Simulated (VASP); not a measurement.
A run of VASP 6.6.1:

INCAR

```
ALGO     = Normal         # electronic algorithm
EDIFF    = 1E-7           # SCF threshold, eV
EDIFFG   = -0.005         # ionic threshold
ENCUT    = 600            # plane-wave cutoff, eV
GGA      = RE             # functional
IBRION   = 2              # ionic algorithm
ISIF     = 3              # what is computed and relaxed
ISMEAR   = -1             # smearing method
ISPIN    = 2              # spin polarisation
IVDW     = 13             # dispersion correction
LASPH    = T              # aspherical terms in the spheres
LCHARG   = F              # write CHGCAR
LMAXMIX  = 4              # l up to which the mixer works
LORBIT   = 11             # projections on sites
LREAL    = F              # projectors in reciprocal space
LWAVE    = F              # write WAVECAR
MAGMOM   = 1 0            # initial moments
NELM     = 150            # most SCF steps
NSW      = 80             # ionic steps
PREC     = Accurate       # precision mode
SIGMA    = 0.05           # smearing width, eV
```

The input KPOINTS:

```
k-points
0
Gamma
  11 11 11
```

The input POSCAR:

```
NiO
1.0
    0.0000000000      2.0859016414      2.0859016414
    2.0859016414      0.0000000000      2.0859016414
    2.0859016414      2.0859016414      0.0000000000
Ni O
1 1
Direct
    0.0000000000      0.0000000000      0.0000000000
    0.5000000000      0.5000000000      0.5000000000
```

Potentials or basis: VASP PAW PBE potentials, release 64 (Ni, O).

Command:

```console
$ cat potpaw_PBE.64/Ni/POTCAR potpaw_PBE.64/O/POTCAR > POTCAR
$ mpirun -np 1 vasp_std > vasp.out
```

Hardware: 1 thread of Intel(R) Xeon(R) Platinum 8488C (Sapphire Rapids) (shared host).

Question: Estimate the wall time of this run.

Answer: It took 67 s on 1 thread of Intel(R) Xeon(R) Platinum 8488C (Sapphire Rapids), with other jobs on the host, peak memory 0.17 GiB. Counts: scf iterations 36, k points 56, ion steps 3.
